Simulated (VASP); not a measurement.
**TiC: single point with PBE**

The system is TiC.

```xyz
2
Lattice="2.6795 0.0000 0.0000 0.0000 2.6795 0.0000 0.0000 0.0000 2.6795" Properties=species:S:1:pos:R:3 pbc="T T T"
Ti    0.0000    0.0000    0.0000
C     1.3397    1.3397    1.3397
```

```yaml
Program: VASP 6.6.1
Task: single point
Functional: PBE
Potentials_or_basis: VASP PAW PBE potentials, release 64 (Ti_sv, C)
Cutoff: 600 eV
k_mesh: 6 × 6 × 6
Occupations: gaussian, width 0.05 eV
Spin: no spin polarisation
Dipole_correction: no
Further_INCAR_settings: ALGO = Normal; EDIFF = 1e-06; NBANDS = 15
```

| Item | Value |
| --- | --- |
| Pressure | 7.1 GPa |
| Band gap on the k mesh | zero (band 8 reaches 11.98 eV, above the bottom of band 9 at 9.81 eV) |

Levels at points of the mesh, in eV from the Fermi level:
```tsv
k point	band 5	band 6	band 7	band 8	band 9	band 10	band 11	band 12
(0.00, 0.00, 0.00)	-13.37	-1.76	-1.76	1.36	1.36	1.36	3.34	3.34
(0.50, 0.00, 0.00)	-10.28	-6.69	-1.14	-1.14	-0.81	3.59	4.40	6.61
(0.50, 0.50, 0.00)	-10.19	-3.44	-3.44	-0.73	1.74	1.74	2.70	3.97
(0.50, 0.50, 0.50)	-6.74	-5.71	-5.71	-5.71	4.73	4.73	7.00	7.00
```

Wall time 14 s on 1 thread of AMD EPYC 7R13 Processor (Zen 3) (shared host), peak memory 0.1 GiB.

Caveat: the k points lie up to 0.39 Å⁻¹ apart.
